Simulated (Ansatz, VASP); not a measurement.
Two plane-wave programs on Fe

The input INCAR:

```
PREC = Accurate
ENCUT = 690
EDIFF = 1E-6
ISMEAR = 0
SIGMA = 0.018000000000000002
LREAL = F
LASPH = T
NELM = 200
ALGO = Normal
ISIF = 2
LWAVE = F
LCHARG = F
ISPIN = 2
MAGMOM = 3
LORBIT = 11
LMAXMIX = 4
GGA = PE
NBANDS = 18
GGA_COMPAT = F
```

Contents of KPOINTS:

```
regular mesh
0
Gamma
  13 13 13
```

Contents of POSCAR:

```
Fe
1.0
   -1.4430000000      1.4430000000      1.4430000000
    1.4430000000     -1.4430000000      1.4430000000
    1.4430000000      1.4430000000     -1.4430000000
Fe
1
Direct
    0.0000000000      0.0000000000      0.0000000000
```

Contents of input.yaml:

```yaml
crystal:
  lattice:
    - [-1.443, 1.443, 1.443]
    - [1.443, -1.443, 1.443]
    - [1.443, 1.443, -1.443]
  atoms:
    - { symbol: Fe, position: [0.0, 0.0, 0.0], spin: 3.0 }
hamiltonian:
  xc: pbe
  pseudopotentials: { kind: paw }
magnetization:
  spin_polarized: true
kpoints:
  mp_grid: { grid: [13, 13, 13] }
scf:
  occupations: { method: gaussian, width: 0.018 }
output:
  forces: true
  stress: true
  eigenvalues: true
  write_density: true
  write_potential: true
  elf: true
  volumetric_format: npy
```

Alike in both runs: task single point; functional PBE; k mesh 13 × 13 × 13; occupations gaussian, width 0.018 eV; collinear spin.

|  | VASP | Ansatz |
| --- | --- | --- |
| version | VASP 6.6.1 | Ansatz 0.2.0 |
| potentials or method | VASP PAW PBE potentials, release 64 (Fe_sv) | Ansatz PAW |
| plane-wave cutoff (eV) | 690 | 420 |
| valence electrons in the cell | 16 | 16 |

```tsv
	VASP	Ansatz	Ansatz less VASP
gap on the k mesh at the Fermi level (eV)	none	none	-
pressure (GPa)	-11.0	-9.6	+1.37
net moment per atom (μB)	2.25	2.25	-0.004
size of the moment on the site where the two differ most (μB)	2.27	2.31	+0.038
```

Site moments also hang on the region over which each program counts them. A gap of «none» marks a metal or a gap that the smearing closes.
